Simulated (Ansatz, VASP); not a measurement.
One calculation of LaP, two programs

```
La P
1.0
     0.00000    3.02251    3.02251
     3.02251    0.00000    3.02251
     3.02251    3.02251    0.00000
La P
1 1
Direct
  0.00000 0.00000 0.00000
  0.50000 0.50000 0.50000
```

Change from the starting cell: volume scaled by 1.01, crystal datasets.

Alike in both runs: task electric field gradients; functional LDA; k mesh 10 × 10 × 10; occupations fermi-dirac, width 0.03 eV; no spin polarisation.

```csv
,VASP,Ansatz
version,VASP 6.6.1,Ansatz 0.2.0
potentials or method,"VASP PAW LDA potentials, release 64 (La, P), cutoff 520 eV","all-electron PAW with datasets made for the crystal, scalar-relativistic"
```

|  | VASP | Ansatz | Ansatz less VASP |
| --- | --- | --- | --- |
| pressure (GPa) | -3.9 | -3.9 | +0.05 |

LDA's correlation is that of Perdew and Zunger in VASP and of Perdew and Wang (1992) in Ansatz. Ansatz ran all-electron here, and VASP with PAW potentials.

Spin-orbit coupling is off throughout.
